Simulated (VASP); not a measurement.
# C (R-3m) in VASP: further runs, part 3 of 3

VASP 6.6.1. Earlier steps stand in the parts before.

## Step 4: Single point, PBEsol+D3(BJ) (mode 4 frozen in at +0.032 Å and mode 6 at +0.000 Å (largest displacements))

File INCAR:

```
PREC     = Accurate       # precision mode
ENCUT    = 520            # plane-wave cutoff, eV
EDIFF    = 1E-7           # SCF threshold, eV
ISMEAR   = 0              # smearing method
SIGMA    = 0.05           # smearing width, eV
LREAL    = F              # projectors in reciprocal space
LASPH    = T              # aspherical terms in the spheres
NELM     = 60             # most SCF steps
ALGO     = Normal         # electronic algorithm
ISIF     = 2              # what is computed and relaxed
LWAVE    = F              # write WAVECAR
LCHARG   = F              # write CHGCAR
GGA      = PS             # functional
IVDW     = 12             # dispersion correction
NBANDS   = 11             # bands
```

File KPOINTS:

```
Automatic mesh
0
Gamma
  15 15 15
```

File POSCAR:

```
C
1.0
    1.2291305633      0.7096388616      3.2835658809
   -1.2291305633      0.7096388616      3.2835658809
    0.0000000000     -1.4192777231      3.2835658809
C
2
Direct
    0.1698015679      0.1698015679      0.1698015679
    0.8301984321      0.8301984321      0.8301984321
```

Potentials or basis: VASP PAW PBE potentials, release 64 (C).

Launch:

```
cat potpaw_PBE.64/C/POTCAR > POTCAR
mpirun -np 1 vasp_std > vasp.out
```

OUTCAR:

```text
PREC = Accurate
   ENCUT = 520
   EDIFF = 1E-7
   ISMEAR = 0
   LREAL = F
   LASPH = T
   NELM = 60
   ISIF = 2
   GGA = PS
   IVDW = 12
 IVDW          = 12

 ion  position               nearest neighbor table
   1  0.170  0.170  0.170-   2 1.42   2 1.42   2 1.42
   2  0.830  0.830  0.830-   1 1.42   1 1.42   1 1.42

  LATTYP: Found a trigonal (rhomboedric) cell.
 ALAT       =     3.5771712497
 COS(alpha) =     0.7638725005

  Lattice vectors:

 A1 = (   1.2291305633,   0.7096388616,   3.2835658809)
 A2 = (  -1.2291305633,   0.7096388616,   3.2835658809)
 A3 = (   0.0000000000,  -1.4192777231,   3.2835658809)

Analysis of symmetry for initial positions (statically):
=====================================================================
 Subroutine PRICEL returns:
 Original cell was already a primitive cell.

 Routine SETGRP: Setting up the symmetry group for a
 trigonal (rhombohedral) supercell.

 Subroutine GETGRP returns: Found 12 space group operations
 (whereof 12 operations were pure point group operations)
 out of a pool of 12 trial point group operations.

The static configuration has the point symmetry D_3d.

Analysis of symmetry for dynamics (positions and initial velocities):
=====================================================================
 Subroutine PRICEL returns:
 Original cell was already a primitive cell.

 Routine SETGRP: Setting up the symmetry group for a
 trigonal (rhombohedral) supercell.

 Subroutine GETGRP returns: Found 12 space group operations
 (whereof 12 operations were pure point group operations)
 out of a pool of 12 trial point group operations.

The dynamic configuration has the point symmetry D_3d.

 Subroutine INISYM returns: Found 12 space group operations
 (whereof 12 operations are pure point group operations),
 and found     1 'primitive' translations

----------------------------------------------------------------------------------------

                                     Primitive cell

[... 118 lines left out ...]
   IVDW    =    12    specifies the selected vdW correction
   LEPSILON=     F    determine dielectric tensor
   LRPA    =     F    only Hartree local field effects (RPA)
 non-spin polarized calculation
 Gauss-broadening in eV      SIGMA  =   0.05
  energy-cutoff  :      520.00
  volume of cell :       17.18
 maximum number of plane-waves:       476
   NGX = 13   NGY = 13   NGZ = 13

 number of electron       8.0000000 magnetization

 Free energy of the ion-electron system (eV)
  ---------------------------------------------------
  ext. energy  EPLUGINS =         0.00000000
  ---------------------------------------------------
  free energy    TOTEN  =       -19.24817097 eV

  energy without entropy =      -19.24817097  energy(sigma->0) =      -19.24817097

 E-fermi :   4.6995     XC(G=0): -10.7215

 val. band max:        4.5029143065   @ k =  -0.3333   0.3333   0.0000
 cond. band min:       5.1443768093   @ k =  -0.3333   0.3333   0.0000
 fundamental gap:      0.6414625028
 Fermi energy:         4.6994948229

 k-point     1 :       0.0000    0.0000    0.0000
  band No.  band energies     occupation
      1     -14.8583      2.00000
      2      -1.6328      2.00000
      3       1.9203      2.00000
      4       1.9203      2.00000
      5       8.9463      0.00000
      6      13.2624      0.00000
      7      13.2624      0.00000
      8      16.3906      0.00000
      9      17.7942      0.00000
     10      27.4367      0.00000
     11      30.9310      0.00000
[... 309 lines left out ...]
 k-point    24 :       0.2000    0.1333    0.0000
  band No.  band energies     occupation
      1     -14.0744      2.00000
      2      -1.1153      2.00000
      3      -0.4610      2.00000
      4       0.4943      2.00000
      5      10.4021      0.00000
      6      13.6114      0.00000
      7      14.0692      0.00000
      8      15.6187      0.00000
      9      19.3839      0.00000
     10      25.3539      0.00000
     11      29.0311      0.00000

 [... further k-points ...]

------------------------ aborting loop because EDIFF is reached ----------------------------------------

 Edisp (eV)   -0.22522

 E8    (eV) :    -0.1095

  FORCE on cell =-STRESS in cart. coord.  units (eV):
  Direction    XX          YY          ZZ          XY          YZ          ZX
  --------------------------------------------------------------------------------------
  -------------------------------------------------------------------------------------
  Total       0.10539     0.10539    -0.06327     0.00000    -0.00000     0.00000
  in kB       9.82622     9.82622    -5.89867     0.00000    -0.00000     0.00000
  external pressure =        4.58 kB  Pullay stress =        0.00 kB

 VOLUME and BASIS-vectors are now :
 -----------------------------------------------------------------------------
  energy-cutoff  :      520.00
  volume of cell :       17.18
      direct lattice vectors                 reciprocal lattice vectors
     1.229130563  0.709638862  3.283565881     0.406791609  0.234861245  0.101515653
    -1.229130563  0.709638862  3.283565881    -0.406791609  0.234861245  0.101515653
     0.000000000 -1.419277723  3.283565881     0.000000000 -0.469722490  0.101515653

 POSITION                                       TOTAL-FORCE (eV/Angst)
 -----------------------------------------------------------------------------------
      0.00000      0.00000      1.67266         0.000000     -0.000000     -1.047123
      0.00000      0.00000      8.17803         0.000000      0.000000      1.047123
 -----------------------------------------------------------------------------------
    total drift:                                0.000000      0.000000     -0.000000

  FREE ENERGIE OF THE ION-ELECTRON SYSTEM (eV)
  ---------------------------------------------------
  free  energy   TOTEN  =       -19.4733881905 eV

  energy  without entropy=      -19.4733881905  energy(sigma->0) =      -19.47338819
```

stdout:

```text
POSCAR found type information on POSCAR C
 POSCAR found :  1 types and       2 ions
 scaLAPACK will be used
 -----------------------------------------------------------------------------
|                                                                             |
|                                                                             |
|     You enforced a specific xc type in the INCAR file but a different       |
|     I HOPE YOU KNOW WHAT YOU ARE DOING!                                     |
|                                                                             |
 -----------------------------------------------------------------------------

 LDA part: xc-table for (Slater+PW92), standard interpolation
 POSCAR, INCAR and KPOINTS ok, starting setup
 FFT: planning ... GRIDC
 FFT: planning ... GRID_SOFT
 FFT: planning ... GRID
 WAVECAR not read
 entering main loop
```

It took 1.9 min on 1 thread of Intel Xeon Platinum 8259CL at 2.50GHz (Skylake/Cascade Lake), shared host; peak memory 0.19 GiB.

Results:

```yaml
Free_energy: -19.4734 eV
Pressure: 0.5 GPa
Largest_force: 1.047 eV/Å
Band_gap_on_the_k_mesh: 0.64 eV, direct
Dispersion_energy_per_atom: -0.113 eV
```

Forces on the atoms (eV/Å):
```
C    0.000  0.000 -1.047
C    0.000  0.000  1.047
```

Stress tensor (GPa, compression positive):
```
 0.98  0.00  0.00
 0.00  0.98  0.00
 0.00  0.00 -0.59
```

Caveat: the cell differs from its parent crystal (mode 4 frozen in at +0.032 Å and mode 6 at +0.000 Å (largest displacements)); the PAW data sets were made with another functional, which shifts forces and pressure a little.

## Step 5: Single point, PBEsol+D3(BJ) (mode 4 frozen in at +0.095 Å and mode 6 at +0.000 Å (largest displacements))

File INCAR:

```
ALGO = Normal ; EDIFF = 1E-6
ENCUT = 520 ; GGA = PS
ISIF = 2 ; ISMEAR = 0
IVDW = 12 ; LASPH = T
LCHARG = T ; LELF = T
LREAL = F ; LVHAR = T
LWAVE = F ; NBANDS = 11
NELM = 80 ; PREC = Accurate
SIGMA = 0.05
```

File KPOINTS:

```
k-points
0
Gamma
  15 15 15
```

File POSCAR:

```
C
1.0
    1.2291305633      0.7096388616      3.2835658809
   -1.2291305633      0.7096388616      3.2835658809
    0.0000000000     -1.4192777231      3.2835658809
C
2
Direct
    0.1762275087      0.1762275087      0.1762275087
    0.8237724913      0.8237724913      0.8237724913
```

Launch:

```
cat potpaw_PBE.64/C/POTCAR > POTCAR
mpirun -np 1 vasp_std > vasp.out
```

Wall time 1.8 min (1 thread of Intel Xeon Platinum 8259CL at 2.50GHz (Skylake/Cascade Lake), shared host); peak memory 0.19 GiB.

It converged, with:

- Free energy: -19.2074 eV
- Pressure: -1.6 GPa
- Largest force: 3.159 eV/Å
- Band gap on the k mesh: 0.46 eV, direct
- Dispersion energy per atom: -0.113 eV

Forces in eV/Å, atoms in the order of the input:
```
C    0.000  0.000 -3.159
C    0.000  0.000  3.159
```

Stress tensor (GPa, compression positive):
```
 0.48  0.00  0.00
 0.00  0.48  0.00
 0.00  0.00 -5.61
```

Levels at points of the mesh, in eV from the valence-band top:
```
           k point  band 1  band 2  band 3  band 4  band 5  band 6  band 7  band 8
(0.00, 0.00, 0.00)  -19.29   -6.02   -2.32   -2.32    3.73    8.76    8.76   12.44
```

Caveat: the cell differs from its parent crystal (mode 4 frozen in at +0.095 Å and mode 6 at +0.000 Å (largest displacements)); the PAW data sets were made with another functional, which shifts forces and pressure a little. A k mesh can miss the band edges.
